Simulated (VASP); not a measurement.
Here is a VASP 6.6.1 calculation.

POSCAR

```
PbS
1.0
    0.0000000000      2.9458450378      2.9458450378
    2.9458450378      0.0000000000      2.9458450378
    2.9458450378      2.9458450378      0.0000000000
Pb S
1 1
Direct
    0.0000000000      0.0000000000      0.0000000000
    0.5000000000      0.5000000000      0.5000000000
```

INCAR.step1

```
PREC     = Accurate       # precision mode
ENCUT    = 520            # plane-wave cutoff, eV
ISMEAR   = -1             # smearing method
SIGMA    = 0.05           # smearing width, eV
LREAL    = F              # projectors in reciprocal space
LASPH    = T              # aspherical terms in the spheres
NELM     = 100            # most SCF steps
NBANDS   = 17             # bands
GGA      = PE             # functional
ALGO     = Normal         # electronic algorithm
EDIFF    = 1E-4           # SCF threshold, eV
LWAVE    = T              # write WAVECAR
LCHARG   = F              # write CHGCAR
```

INCAR.step2

```
PREC     = Accurate       # precision mode
ENCUT    = 520            # plane-wave cutoff, eV
EDIFF    = 1E-6           # SCF threshold, eV
ISMEAR   = -1             # smearing method
SIGMA    = 0.05           # smearing width, eV
LREAL    = F              # projectors in reciprocal space
LASPH    = T              # aspherical terms in the spheres
NELM     = 100            # most SCF steps
ALGO     = Normal         # electronic algorithm
ISIF     = 2              # what is computed and relaxed
LWAVE    = F              # write WAVECAR
LCHARG   = F              # write CHGCAR
METAGGA  = R2SCAN         # meta-GGA
LMIXTAU  = T            
NBANDS   = 17             # bands
ISTART   = 1
```

Contents of KPOINTS:

```
regular mesh
0
Gamma
  8 8 8
```

Potentials or basis: VASP PAW PBE potentials, release 64 (Pb_d, S).

Run with:

```sh
$ cat potpaw_PBE.64/Pb_d/POTCAR potpaw_PBE.64/S/POTCAR > POTCAR
$ cp INCAR.step1 INCAR
$ mpirun -np 1 vasp_std > vasp.out
$ cp INCAR.step2 INCAR
$ mpirun -np 1 vasp_std > vasp.out
```

Problem. What does it give for the band gap on the k mesh?

Solution. 0.54 eV, direct.

Problem. What does it give for the pressure?

Solution. 2.6 GPa.

Caveat: the PAW data sets were made with another functional, which shifts forces and pressure a little; spin-orbit coupling is left out, which moves the levels of the heavy elements. A k mesh can miss the band edges.
